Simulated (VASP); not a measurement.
Write the native input for VASP 6.6.1 that does the following.

| Property | Result |
| --- | --- |
| Task | relaxation of cell and atoms |
| Functional | PBE |
| Potentials or basis | VASP PAW PBE potentials, release 64 (Sr_sv, Ti_sv, C) |
| Cutoff | 600 eV |
| k mesh | 6 × 6 × 4 |
| Occupations | gaussian, width 0.1 eV |
| Spin | no spin polarisation |
| Dipole correction | no |
| Further INCAR settings | ALGO = Normal; EDIFF = 1e-06; IBRION = 2; EDIFFG = -0.04; NSW = 90; ISIF = 3 |

The structure of SrTiC lies in POSCAR:

```
SrTiC
1.0
    3.0976997747      0.0000000000      0.0000000000
    0.0000000000      3.0976997747      0.0000000000
    0.0000000000      0.0000000000      5.5787360887
Sr Ti C
1 1 1
Direct
    0.5000000000      0.5000000000      0.0000000000
    0.0000000000      0.0000000000      0.5000000000
    0.5000000000      0.5000000000      0.5000000000
```

The cell was built from a structure type or drawn by symmetry, and may not be a known phase.

One way to write it, as run:

INCAR

```
SYSTEM = SrTiC
  PREC = Accurate
  ENCUT = 600
  EDIFF = 1E-6
  ISMEAR = 0
  SIGMA = 0.1
  LREAL = .False.
  LASPH = .True.
  NELM = 100
  ALGO = Normal
  ISIF = 3
  LWAVE = .False.
  LCHARG = .False.
  GGA = PE
  IBRION = 2
  NSW = 90
  EDIFFG = -0.04
```

KPOINTS

```
Automatic mesh
0
Gamma
  6 6 4
  0 0 0
```

Potentials or basis: VASP PAW PBE potentials, release 64 (Sr_sv, Ti_sv, C).

Launch:

```console
$ cat potpaw_PBE.64/Sr_sv/POTCAR potpaw_PBE.64/Ti_sv/POTCAR potpaw_PBE.64/C/POTCAR > POTCAR
$ mpirun -np 1 vasp_std > vasp.out
```

Results of the run:

- Relaxed volume: 18.01 Å³/atom
- Relaxed cell: a = 3.107 Å, b = 3.107 Å, c = 5.598 Å, α = 90.00°, β = 90.00°, γ = 90.00°
- Space group after relaxing (to 0.1 Å): P4/mmm (No. 123)
- Energy gained by relaxing: 0.4 meV/atom
- Ionic steps: 3
- Pressure after relaxing: 0.0 GPa
- Band gap on the k mesh: zero (bands 13 and 14 overlap by 1.62 eV)

It took 42 s on 1 thread of Intel(R) Xeon(R) 6975P-C (Granite Rapids) (shared host), peak memory 0.22 GiB.
